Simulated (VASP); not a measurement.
Set up this calculation in VASP 6.6.1, as the native input.

```yaml
Task: relaxation of cell and atoms
Functional: PBE
Potentials_or_basis: VASP PAW PBE potentials, release 64 (Sb, Se)
Cutoff: 600 eV
k_mesh: 12 × 12 × 12
Occupations: gaussian, width 0.1 eV
Spin: no spin polarisation
Dipole_correction: no
Further_INCAR_settings: ALGO = Normal; EDIFF = 1e-07; IBRION = 2; EDIFFG = -0.01; NSW = 100; ISIF = 3
```

The structure of SbSe2 lies in POSCAR:

```
SbSe2
1.0
    0.0000000000      3.4571247144      3.4571247144
    3.4571247144      0.0000000000      3.4571247144
    3.4571247144      3.4571247144      0.0000000000
Sb Se
1 2
Direct
    0.0000000000      0.0000000000      0.0000000000
    0.2500000000      0.2500000000      0.2500000000
    0.7500000000      0.7500000000      0.7500000000
```

The input as run:

INCAR

```
ALGO = Normal
EDIFF = 1E-7
EDIFFG = -0.01
ENCUT = 600
GGA = PE
IBRION = 2
ISIF = 3
ISMEAR = 0
LASPH = True
LCHARG = False
LREAL = False
LWAVE = False
NELM = 80
NSW = 100
PREC = Accurate
SIGMA = 0.1
```

KPOINTS

```
k-points
0
Gamma
  12 12 12
```

Potentials or basis: VASP PAW PBE potentials, release 64 (Sb, Se).

The run is started by

```console
$ cat potpaw_PBE.64/Sb/POTCAR potpaw_PBE.64/Se/POTCAR > POTCAR
$ mpirun -np 1 vasp_std > vasp.out
```

It gave:

```json
{"Relaxed volume": "27.44 Å³/atom", "Relaxed cell": "a = 4.883 Å, b = 4.883 Å, c = 4.883 Å, α = 60.00°, β = 60.00°, γ = 60.00°", "Space group after relaxing (to 0.05 Å)": "Fm-3m (No. 225)", "Energy gained by relaxing": "0.0 meV/atom", "Ionic steps": "2", "Pressure after relaxing": "0.0 GPa"}
```

It took 51 s on 1 thread of Intel(R) Xeon(R) 6975P-C (Granite Rapids), on a shared host, peak memory 0.3 GiB.
